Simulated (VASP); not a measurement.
# Si2BN (P4/mmm) in VASP: further runs, part 2 of 2

VASP 6.6.1. The steps go on from the part before.

### Step 5. Relaxation of cell and atoms, PBE

File INCAR:

```
ALGO     = Normal         # electronic algorithm
EDIFF    = 1E-7           # SCF threshold, eV
EDIFFG   = -0.04          # ionic threshold
ENCUT    = 600            # plane-wave cutoff, eV
GGA      = PE             # functional
IBRION   = 2              # ionic algorithm
ISIF     = 3              # what is computed and relaxed
ISMEAR   = 0              # smearing method
LASPH    = T              # aspherical terms in the spheres
LCHARG   = F              # write CHGCAR
LREAL    = F              # projectors in reciprocal space
LWAVE    = F              # write WAVECAR
NELM     = 60             # most SCF steps
NSW      = 90             # ionic steps
PREC     = Accurate       # precision mode
SIGMA    = 0.1            # smearing width, eV
```

File KPOINTS:

```
k-points
0
Gamma
  6 6 4
```

File POSCAR:

```
Si2BN
1.0
    3.0450349438      0.0000000000      0.0000000000
    0.0000000000      3.0450349438      0.0000000000
    0.0000000000      0.0000000000      4.0248335801
Si B N
2 1 1
Direct
    0.5000000000      0.5000000000      0.5000000000
    0.0000000000      0.0000000000      0.0000000000
    0.0000000000      0.0000000000      0.5000000000
    0.5000000000      0.5000000000      0.0000000000
```

Started as:

```
> cat potpaw_PBE.64/Si/POTCAR potpaw_PBE.64/B/POTCAR potpaw_PBE.64/N/POTCAR > POTCAR
> mpirun -np 1 vasp_std > vasp.out
```

Wall time 48 s (1 thread of Intel Xeon 6975P-C, shared host); peak memory 0.15 GiB.

Results (log left out):

```
Free energy                            : -24.9020 eV
Relaxed volume                         : 9.31 Å³/atom
Relaxed cell                           : a = 2.992 Å, b = 2.992 Å, c = 4.159 Å, α = 90.00°, β = 90.00°, γ = 90.00°
Space group after relaxing (to 0.05 Å) : P4/mmm (No. 123)
Energy gained by relaxing              : 14.7 meV/atom
Ionic steps                            : 6
Pressure after relaxing                : 0.0 GPa
Band gap on the k mesh                 : zero (band 8 reaches 11.91 eV, above the bottom of band 9 at 7.94 eV)
```

The path:
```csv
step,energy change (eV),largest force (eV/Å),pressure (GPa),volume (Å³)
1,0.0000,0.0000,0.81,37.32
2,-0.0555,0.0000,-1.53,37.55
3,-0.0566,0.0000,-1.77,37.58
4,-0.0567,0.0000,-1.83,37.59
5,-0.0582,0.0000,1.11,37.01
6,-0.0590,0.0000,0.00,37.22
```

Final structure:
```
Si B N
1.0
     2.99162    0.00000    0.00000
     0.00000    2.99162    0.00000
     0.00000    0.00000    4.15915
Si B N
2 1 1
Direct
  0.50000 0.50000 0.50000
  0.00000 0.00000 0.00000
  0.00000 0.00000 0.50000
  0.50000 0.50000 0.00000
```

Levels at points of the mesh, in eV from the Fermi level:
```csv
k point,band 4,band 5,band 6,band 7,band 8,band 9,band 10,band 11,band 12
"(0.00, 0.00, 0.00)",-5.10,-5.10,-3.13,-0.91,0.03,0.03,2.43,6.34,8.38
"(0.50, 0.00, 0.00)",-6.84,-6.04,-5.02,-3.69,0.22,2.30,2.41,5.43,6.42
"(0.50, 0.50, 0.00)",-8.76,-5.71,-4.11,-4.11,-3.24,-3.06,0.08,2.58,2.58
"(0.00, 0.00, 0.50)",-4.59,-4.59,-3.51,-1.38,-1.38,1.83,1.92,4.40,4.49
"(0.50, 0.00, 0.50)",-10.25,-3.54,-2.19,-0.99,0.90,1.51,4.11,4.31,4.36
"(0.50, 0.50, 0.50)",-7.90,-7.07,-6.99,-6.70,-6.70,1.67,5.69,5.70,7.03
```

Caveat: the k points lie up to 0.38 Å⁻¹ apart in the final cell.

### Step 6. Relaxation of cell and atoms, PBE

This run uses another cell than the first one, of 14.27 Å³/atom, 1.529 times its volume.

File INCAR:

```
ALGO = Normal
EDIFF = 1E-7
EDIFFG = -0.04
ENCUT = 600
GGA = PE
IBRION = 2
ISIF = 3
ISMEAR = 0
LASPH = True
LCHARG = False
LREAL = False
LWAVE = False
NELM = 60
NSW = 90
PREC = Accurate
SIGMA = 0.1
```

File KPOINTS:

```
k-points
0
Gamma
  4 4 6
```

File POSCAR:

```
Si2BN
1.0
    4.0590800000      0.0000000000      0.0000000000
    0.0000000000      4.0590800000      0.0000000000
    0.0000000000      0.0000000000      3.4637500800
Si B N
2 1 1
Direct
    0.5000000000      0.5000000000      0.5000000000
    0.0000000000      0.0000000000      0.0000000000
    0.0000000000      0.0000000000      0.5000000000
    0.5000000000      0.5000000000      0.0000000000
```

Potentials or basis: VASP PAW PBE potentials, release 64 (Si, B, N).

Started as:

```
> cat potpaw_PBE.64/Si/POTCAR potpaw_PBE.64/B/POTCAR potpaw_PBE.64/N/POTCAR > POTCAR
> mpirun -np 1 vasp_std > vasp.out
```

It used 150 s of CPU time on 1 thread of Intel Xeon 6975P-C (shared host).

Results (log left out):

* Free energy: -24.7911 eV
* Relaxed volume: 9.35 Å³/atom
* Relaxed cell: a = 3.047 Å, b = 3.047 Å, c = 4.027 Å, α = 90.00°, β = 90.00°, γ = 90.00°
* Space group after relaxing (to 0.05 Å): P4/mmm (No. 123)
* Energy gained by relaxing: 802.1 meV/atom
* Ionic steps: 18
* Pressure after relaxing: -0.3 GPa
* Band gap on the k mesh: zero (band 8 reaches 11.59 eV, above the bottom of band 9 at 7.93 eV)

Stress tensor (GPa, compression positive):
```
-0.28  0.00  0.00
 0.00 -0.28  0.00
 0.00  0.00 -0.39
```

Step by step:
```csv
step,energy change (eV),largest force (eV/Å),pressure (GPa),volume (Å³)
1,0.0000,0.0000,-0.78,57.07
2,-0.4991,0.0000,-18.27,56.18
3,-0.6876,0.0000,-24.11,55.37
4,-1.1039,0.0000,-30.16,53.17
5,-1.3818,0.0000,-30.09,51.63
6,-2.1298,0.0000,-27.37,46.92
7,-2.0077,0.0000,10.46,37.38
8,-2.4114,0.0000,-21.56,43.89
9,-2.4812,0.0000,-16.42,42.16
10,-2.6300,0.0000,-15.90,41.60
11,-3.0248,0.0000,-11.12,39.84
12,-2.7848,0.0000,16.81,35.97
13,-3.1639,0.0000,-7.53,38.77
14,-3.1948,0.0000,-1.79,37.86
15,-3.1976,0.0000,-3.64,38.12
16,-3.1978,0.0000,-3.03,38.03
17,-3.2048,0.0000,-1.91,37.75
18,-3.2085,0.0000,-0.32,37.39
```

Final structure:
```
Si B N
1.0
     3.04704    0.00000    0.00000
     0.00000    3.04704    0.00000
     0.00000    0.00000    4.02662
Si B N
2 1 1
Cartesian
  1.5235 1.5235 2.0133
  0.0000 3.0470 0.0000
  0.0000 3.0470 2.0133
  1.5235 1.5235 0.0000
```

Levels at points of the mesh, in eV from the Fermi level:
| k point | band 4 | band 5 | band 6 | band 7 | band 8 | band 9 | band 10 | band 11 | band 12 |
| --- | --- | --- | --- | --- | --- | --- | --- | --- | --- |
| (0.00, 0.00, 0.00) | -5.21 | -5.21 | -3.40 | -1.30 | 0.16 | 0.16 | 2.22 | 6.13 | 9.10 |
| (0.50, 0.00, 0.00) | -6.97 | -5.40 | -4.94 | -3.72 | -0.14 | 1.97 | 2.01 | 5.18 | 6.69 |
| (0.50, 0.50, 0.00) | -9.04 | -6.01 | -3.54 | -3.54 | -3.37 | -2.98 | 0.63 | 2.80 | 2.80 |
| (0.00, 0.00, 0.50) | -4.52 | -4.52 | -3.60 | -1.60 | -1.60 | 2.10 | 2.58 | 4.27 | 4.55 |
| (0.50, 0.00, 0.50) | -10.23 | -3.51 | -2.04 | -0.96 | 0.68 | 1.44 | 3.76 | 4.55 | 5.33 |
| (0.50, 0.50, 0.50) | -8.10 | -7.27 | -7.17 | -6.65 | -6.65 | 1.95 | 6.21 | 6.32 | 7.06 |

Caveat: the k points lie up to 0.52 Å⁻¹ apart in the final cell; the volume moved by over 15 % at a fixed basis, so the end points are rough.

### Step 7. Overview

| task | cell | k mesh | cutoff (eV) | gap on the mesh (eV) | pressure (GPa) | relaxed volume (Å³/atom) |
| --- | --- | --- | --- | --- | --- | --- |
| single point | a = 3.045, b = 3.045, c = 4.025 Å, 4 atoms | 4 × 4 × 6 | 520 | none | 0.0 | - |
| single point | a = 2.994, b = 2.994, c = 4.155 Å, 4 atoms | 6 × 6 × 4 | 520 | none | -0.1 | - |
| single point | a = 4.059, b = 4.059, c = 3.464 Å, 4 atoms | 4 × 4 × 6 | 520 | none | -0.7 | - |
| relaxation of cell and atoms | relaxed from a = 3.045, b = 3.045, c = 4.025 Å, 4 atoms | 6 × 6 × 4 | 600 | none | 0.0 | 9.31 |
| relaxation of cell and atoms | relaxed from a = 4.059, b = 4.059, c = 3.464 Å, 4 atoms | 4 × 4 × 6 | 600 | none | -0.3 | 9.35 |

Alike in all rows: level PBE; potentials or basis VASP PAW PBE potentials, release 64 (Si, B, N); no spin polarisation; smearing gaussian 0.1 eV.

Caveats: all runs use coarse meshes; the volume moved by over 15 % at a fixed basis, so the end points are rough (some runs).

Absolute energies hang on the potentials; compare differences alone.
